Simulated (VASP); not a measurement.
# Rh (Fm-3m) in VASP: further runs, part 2 of 2

VASP 6.6.1. The steps go on from the part before.

## Step 4: Single point, r2SCAN

This run uses another cell than the first one, of 13.42 Å³/atom, 0.934 times its volume.

Contents of POSCAR:

```
Rh
1.0
    0.0000000000      1.8862802556      1.8862802556
    1.8862802556      0.0000000000      1.8862802556
    1.8862802556      1.8862802556      0.0000000000
Rh
1
Direct
    0.0000000000      0.0000000000      0.0000000000
```

Contents of INCAR.step1:

```
PREC = Accurate ; ENCUT = 520
ISMEAR = 0 ; SIGMA = 0.05
LREAL = F ; LASPH = T
NELM = 100 ; NBANDS = 14
GGA = PE ; ALGO = Normal
EDIFF = 1E-4 ; LWAVE = T
LCHARG = F
```

Contents of INCAR.step2:

```
PREC = Accurate ; ENCUT = 520
EDIFF = 1E-6 ; ISMEAR = 0
SIGMA = 0.05 ; LREAL = F
LASPH = T ; NELM = 100
ALGO = Normal ; ISIF = 2
LWAVE = F ; LCHARG = F
METAGGA = R2SCAN ; LMIXTAU = T
NBANDS = 14 ; ISTART = 1
```

Contents of KPOINTS:

```
Automatic mesh
0
Gamma
  18 18 18
```

Potentials or basis: VASP PAW PBE potentials, release 64 (Rh_pv).

Command:

```sh
$ cat potpaw_PBE.64/Rh_pv/POTCAR > POTCAR
$ cp INCAR.step1 INCAR
$ mpirun -np 1 vasp_std > vasp.out
$ cp INCAR.step2 INCAR
$ mpirun -np 1 vasp_std > vasp.out
```

OUTCAR:

```text
PREC = Accurate
   ENCUT = 520
   EDIFF = 1E-6
   ISMEAR = 0
   LREAL = F
   LASPH = T
   NELM = 100
   ISIF = 2
   METAGGA = R2SCAN
   ISTART = 1

 ion  position               nearest neighbor table
   1  0.000  0.000  0.000-

  LATTYP: Found a face centered cubic cell.
 ALAT       =     3.7725605112

  Lattice vectors:

 A1 = (   0.0000000000,   1.8862802556,   1.8862802556)
 A2 = (   1.8862802556,   0.0000000000,   1.8862802556)
 A3 = (   1.8862802556,   1.8862802556,   0.0000000000)

Analysis of symmetry for initial positions (statically):
=====================================================================
 Subroutine PRICEL returns:
 Original cell was already a primitive cell.

 Routine SETGRP: Setting up the symmetry group for a
 face centered cubic supercell.

 Subroutine GETGRP returns: Found 48 space group operations
 (whereof 48 operations were pure point group operations)
 out of a pool of 48 trial point group operations.

The static configuration has the point symmetry O_h .

Analysis of symmetry for dynamics (positions and initial velocities):
[... 159 lines left out ...]
 val. band max:       12.1833959530   @ k =   0.5000   0.2222   0.1111
 cond. band min:      12.2008127177   @ k =   0.5000   0.3889   0.0000
 fundamental gap:      0.0174167647
 Fermi energy:        12.1905819904

 k-point     1 :       0.0000    0.0000    0.0000
  band No.  band energies     occupation
      1     -35.6574      2.00000
      2     -35.6574      2.00000
      3     -35.6574      2.00000
      4       3.8149      2.00000
      5       8.8828      2.00000
      6       8.8828      2.00000
      7       8.8828      2.00000
      8      11.0669      2.00000
      9      11.0669      2.00000
     10      28.8755      0.00000
     11      29.5221      0.00000
     12      34.7698      0.00000
     13      34.7698      0.00000
     14      34.7698      0.00000
[... 377 lines left out ...]
      1     -36.0708      2.00000
      2     -35.7412      2.00000
      3     -35.7040      2.00000
      4       5.7281      2.00000
      5       8.5419      2.00000
      6       9.2893      2.00000
      7       9.3428      2.00000
      8      10.8780      2.00000
      9      11.6178      2.00000
     10      28.5892      0.00000
     11      29.5228      0.00000
     12      30.7624      0.00000
     13      36.4266      0.00000
     14      38.3612      0.00000

 [... further k-points ...]
[... 5 lines left out ...]
  --------------------------------------------------------------------------------------
  -------------------------------------------------------------------------------------
  Total        0.6490579      0.6490579      0.6490579     -0.0000000     -0.0000000      0.0000000
  in kB       77.4721071     77.4721071     77.4721071     -0.0000000     -0.0000000      0.0000000
  external PRESSURE =      77.4721071 kB  Pullay stress =       0.0000000 kB

 VOLUME and BASIS-vectors are now :
 -----------------------------------------------------------------------------
  energy-cutoff  :      520.00
  volume of cell :       13.42
      direct lattice vectors                 reciprocal lattice vectors
     0.000000000  1.886280256  1.886280256    -0.265071958  0.265071958  0.265071958
     1.886280256  0.000000000  1.886280256     0.265071958 -0.265071958  0.265071958
     1.886280256  1.886280256  0.000000000     0.265071958  0.265071958 -0.265071958

 POSITION                                       TOTAL-FORCE (eV/Angst)
 -----------------------------------------------------------------------------------
      0.00000      0.00000      0.00000        -0.000000      0.000000      0.000000
 -----------------------------------------------------------------------------------
    total drift:                                0.000000     -0.000000      0.000000

  FREE ENERGIE OF THE ION-ELECTRON SYSTEM (eV)
  ---------------------------------------------------
  free  energy   TOTEN  =       -24.1290808267 eV

  energy  without entropy=      -24.1275481645  energy(sigma->0) =      -24.12831450
```

OUTCAR.step1:

```text
PREC = Accurate
   ENCUT = 520
   ISMEAR = 0
   LREAL = F
   LASPH = T
[... 623 lines left out ...]

 POSITION                                       TOTAL-FORCE (eV/Angst)
 -----------------------------------------------------------------------------------
      0.00000      0.00000      0.00000         0.000000     -0.000000      0.000000
 -----------------------------------------------------------------------------------
    total drift:                                0.000000      0.000000      0.000000

  FREE ENERGIE OF THE ION-ELECTRON SYSTEM (eV)
  ---------------------------------------------------
  free  energy   TOTEN  =        -7.2344009518 eV

  energy  without entropy=       -7.2328079170  energy(sigma->0) =       -7.23360443
```

OSZICAR.step1:

```text
N       E                     dE             d eps       ncg     rms          rms(c)
DAV:   1     0.120628942473E+03    0.12063E+03   -0.88490E+03  5486   0.115E+03
DAV:   2    -0.612082950899E+01   -0.12675E+03   -0.12133E+03  6060   0.343E+02
DAV:   3    -0.772488429590E+01   -0.16041E+01   -0.16017E+01  6444   0.422E+01
DAV:   4    -0.773079998874E+01   -0.59157E-02   -0.59155E-02  6300   0.262E+00
DAV:   5    -0.773085113613E+01   -0.51147E-04   -0.51146E-04  6366   0.214E-01    0.108E+01
DAV:   6    -0.725692147397E+01    0.47393E+00   -0.75904E-01  5724   0.122E+01    0.387E+00
DAV:   7    -0.723807342826E+01    0.18848E-01   -0.19524E-02  6372   0.178E+00    0.175E+00
DAV:   8    -0.723455943667E+01    0.35140E-02   -0.35404E-03  5766   0.803E-01    0.237E-01
DAV:   9    -0.723439976220E+01    0.15967E-03   -0.89604E-05  3744   0.133E-01    0.110E-02
DAV:  10    -0.723440095176E+01   -0.11896E-05   -0.55597E-06  2826   0.293E-02
   1 F= -.72344010E+01 E0= -.72336044E+01  d E =-.159303E-02
```

It took 2.5 min on 1 thread of Intel Xeon 8259CL, shared host; peak memory 0.16 GiB.

Results:

| Property | Result |
| --- | --- |
| Free energy | -24.1291 eV |
| Pressure | 7.7 GPa |

Caveat: the PAW data sets were made with another functional, which shifts forces and pressure a little.

## Step 5: Single point, r2SCAN

This run uses another cell than the first one, of 13.72 Å³/atom, 0.954 times its volume.

Contents of POSCAR:

```
Rh
1.0
    0.0000000000      1.8999313891      1.8999313891
    1.8999313891      0.0000000000      1.8999313891
    1.8999313891      1.8999313891      0.0000000000
Rh
1
Direct
    0.0000000000      0.0000000000      0.0000000000
```

Contents of INCAR.step1:

```
PREC = Accurate
ENCUT = 520
ISMEAR = 0
SIGMA = 0.05
LREAL = F
LASPH = T
NELM = 60
NBANDS = 14
GGA = PE
ALGO = Normal
EDIFF = 1E-4
LWAVE = T
LCHARG = F
```

Contents of INCAR.step2:

```
PREC = Accurate
ENCUT = 520
EDIFF = 1E-6
ISMEAR = 0
SIGMA = 0.05
LREAL = F
LASPH = T
NELM = 60
ALGO = Normal
ISIF = 2
LWAVE = F
LCHARG = F
METAGGA = R2SCAN
LMIXTAU = T
NBANDS = 14
ISTART = 1
```

KPOINTS is that of step 4.

Command:

```sh
$ cat potpaw_PBE.64/Rh_pv/POTCAR > POTCAR
$ cp INCAR.step1 INCAR
$ mpirun -np 1 vasp_std > vasp.out
$ cp INCAR.step2 INCAR
$ mpirun -np 1 vasp_std > vasp.out
```

It took 2.6 min on 1 thread of Intel Xeon 8259CL, shared host; peak memory 0.16 GiB.

Results (log left out):

```yaml
Free_energy: -24.1373 eV
Pressure: 1.1 GPa
```

Levels at points of the mesh, in eV from the Fermi level:
```csv
k point,band 5,band 6,band 7,band 8,band 9,band 10
"(0.00, 0.00, 0.00)",-3.20,-3.20,-3.20,-1.09,-1.09,16.70
"(0.50, 0.00, 0.00)",-3.31,-3.31,0.58,0.58,0.89,9.10
"(0.50, 0.50, 0.00)",-6.21,0.50,1.04,1.04,3.48,12.89
```

Caveat: the PAW data sets were made with another functional, which shifts forces and pressure a little.

## Step 6: Single point, r2SCAN

This run uses another cell than the first one, of 14.09 Å³/atom, 0.980 times its volume.

Contents of POSCAR:

```
Rh
1.0
    0.0000000000      1.9168305996      1.9168305996
    1.9168305996      0.0000000000      1.9168305996
    1.9168305996      1.9168305996      0.0000000000
Rh
1
Direct
    0.0000000000      0.0000000000      0.0000000000
```

Contents of INCAR.step1:

```
ALGO = Normal ; EDIFF = 1E-4
ENCUT = 520 ; GGA = PE
ISMEAR = 0 ; LASPH = True
LCHARG = False ; LREAL = False
LWAVE = True ; NBANDS = 14
NELM = 100 ; PREC = Accurate
SIGMA = 0.05
```

Contents of INCAR.step2:

```
ALGO = Normal ; EDIFF = 1E-6
ENCUT = 520 ; ISIF = 2
ISMEAR = 0 ; ISTART = 1
LASPH = True ; LCHARG = False
LMIXTAU = True ; LREAL = False
LWAVE = False ; METAGGA = R2SCAN
NBANDS = 14 ; NELM = 100
PREC = Accurate ; SIGMA = 0.05
```

Contents of KPOINTS:

```
k-points
0
Gamma
  18 18 18
```

Potentials or basis: VASP PAW PBE potentials, release 64 (Rh_pv).

Command:

```sh
$ cat potpaw_PBE.64/Rh_pv/POTCAR > POTCAR
$ cp INCAR.step1 INCAR
$ mpirun -np 1 vasp_std > vasp.out
$ cp INCAR.step2 INCAR
$ mpirun -np 1 vasp_std > vasp.out
```

Wall time 2.8 min (1 thread of Intel Xeon 8259CL, shared host); peak memory 0.15 GiB.

It converged, with:

```yaml
Free_energy: -24.1317 eV
Pressure: -6.0 GPa
```

Levels at points of the mesh, in eV from the Fermi level:
```csv
k point,band 5,band 6,band 7,band 8,band 9,band 10
"(0.00, 0.00, 0.00)",-3.07,-3.07,-3.07,-1.05,-1.05,16.72
"(0.50, 0.00, 0.00)",-3.17,-3.17,0.55,0.55,0.92,8.82
"(0.50, 0.50, 0.00)",-5.96,0.47,0.99,0.99,3.44,12.55
```

Caveat: the PAW data sets were made with another functional, which shifts forces and pressure a little.

## Step 7: Summary

```tsv
level	cell	k mesh	gap on the mesh (eV)	pressure (GPa)
PBE	a = 2.729 Å, angles 60.0°, 1 atom	8 × 8 × 8	none	-4.9
PBE	a = 2.711 Å, angles 60.0°, 1 atom	8 × 8 × 8	none	0.0
r2SCAN	a = 2.668 Å, angles 60.0°, 1 atom	18 × 18 × 18	none	7.7
r2SCAN	a = 2.687 Å, angles 60.0°, 1 atom	18 × 18 × 18	none	1.1
r2SCAN	a = 2.711 Å, angles 60.0°, 1 atom	18 × 18 × 18	none	-6.0
```

Alike in all rows: task single point; potentials or basis VASP PAW PBE potentials, release 64 (Rh_pv); no spin polarisation; cutoff (eV) 520; smearing gaussian 0.05 eV.

Caveats: the PAW data sets were made with another functional, which shifts forces and pressure a little (some runs).

Total energies depend on the potentials used, so only differences within one code and one set of settings carry meaning.
